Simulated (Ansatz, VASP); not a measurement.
**C: VASP beside Ansatz**

Contents of INCAR:

```
ALGO     = Normal         # electronic algorithm
EDIFF    = 1E-7           # SCF threshold, eV
ENCUT    = 520            # plane-wave cutoff, eV
GGA      = PE             # functional
ISIF     = 2              # what is computed and relaxed
ISMEAR   = 0              # smearing method
LASPH    = True           # aspherical terms in the spheres
LCHARG   = False          # write CHGCAR
LREAL    = False          # projectors in reciprocal space
LWAVE    = False          # write WAVECAR
NBANDS   = 11             # bands
NELM     = 100            # most SCF steps
PREC     = Accurate       # precision mode
SIGMA    = 0.02           # smearing width, eV
```

KPOINTS

```
k-points
0
Gamma
  4 4 4
```

The input POSCAR:

```
C
1.0
    0.0000000000      2.1270000000      3.3480000000
    1.2280000000      0.0000000000      3.3480000000
    1.2280000000      2.1270000000      0.0000000000
C
2
Direct
    0.1666700000      0.8333300000      0.1666700000
    0.8333300000      0.1666700000      0.8333300000
```

Input for Ansatz:

```yaml
crystal:
  lattice:
    - [0.0, 2.127, 3.348]
    - [1.228, 0.0, 3.348]
    - [1.228, 2.127, 0.0]
  atoms:
    - { symbol: C, position: [0.16667, 0.83333, 0.16667] }
    - { symbol: C, position: [0.83333, 0.16667, 0.83333] }
basis:
  ecutwfc: 420
kpoints:
  mp_grid: { grid: [4, 4, 4] }
hamiltonian:
  xc: pbe
scf:
  occupations: { method: gaussian, width: 0.02 }
output:
  forces: true
  stress: true
  eigenvalues: true
```

Alike in both runs: task single point; functional PBE; k mesh 4 × 4 × 4; occupations gaussian, width 0.02 eV; no spin polarisation.

|  | VASP | Ansatz |
| --- | --- | --- |
| version | VASP 6.6.1 | Ansatz 0.2.0 |
| potentials or method | VASP PAW PBE potentials, release 64 (C), cutoff 520 eV | scalar-relativistic, plane waves, PAW |
| valence electrons in the cell | 8 | 8 |

VASP gave:

* gap on the k mesh at the Fermi level (eV): 2.56
* least direct gap on the mesh (eV): 4.01
* pressure (GPa): 4.6
* traceless stress, the component that is largest in VASP (GPa): -0.35
* rms of the force components (eV/Å): 0.009

**Question.** Which values does Ansatz return?

**Answer.** gap on the k mesh at the Fermi level (eV): 2.56; least direct gap on the mesh (eV): 4.02; pressure (GPa): 4.1; traceless stress, the component that is largest in VASP (GPa): 0.19; rms of the force components (eV/Å): 0.009.

Atom by atom the forces differ by 0.000 eV/Å (rms over components).

The k mesh is coarse, so the values compare programs but aren't converged.
